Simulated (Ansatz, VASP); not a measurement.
## BeTe in VASP and in Ansatz

```xyz
2
Lattice="0.0000 2.8318 2.8318 2.8318 0.0000 2.8318 2.8318 2.8318 0.0000" Properties=species:S:1:pos:R:3 pbc="T T T"
Be    2.8318    2.8318    2.8318
Te    4.2477    4.2477    4.2477
```

Change from the starting cell: the structure that the rattled cell fell into.

Alike in both runs: functional PBE; k mesh 8 × 8 × 8; occupations gaussian, width 0.02 eV; no spin polarisation.

Ansatz relaxed the structure, and its values are those at the end. VASP's run is a single point on that final structure, the one shown.

|  | VASP | Ansatz |
| --- | --- | --- |
| version | VASP 6.6.1 | Ansatz 0.2.0 |
| potentials or method | VASP PAW PBE potentials, release 64 (Be, Te), cutoff 520 eV | scalar-relativistic, plane waves, PAW |
| valence electrons in the cell | 8 | 18 |

```tsv
	VASP	Ansatz	Ansatz less VASP
gap on the k mesh at the Fermi level (eV)	2.01	2.03	+0.014
least direct gap on the mesh (eV)	3.62	3.64	+0.018
pressure (GPa)	0.1	0.0	-0.13
```

With one functional, cell and mesh, what is left measures potentials, basis and numerics. VASP's potentials hold 8 valence electrons a cell and Ansatz's 18, so a difference there can come from the potentials and not from the codes.

Neither program's run includes spin-orbit coupling.
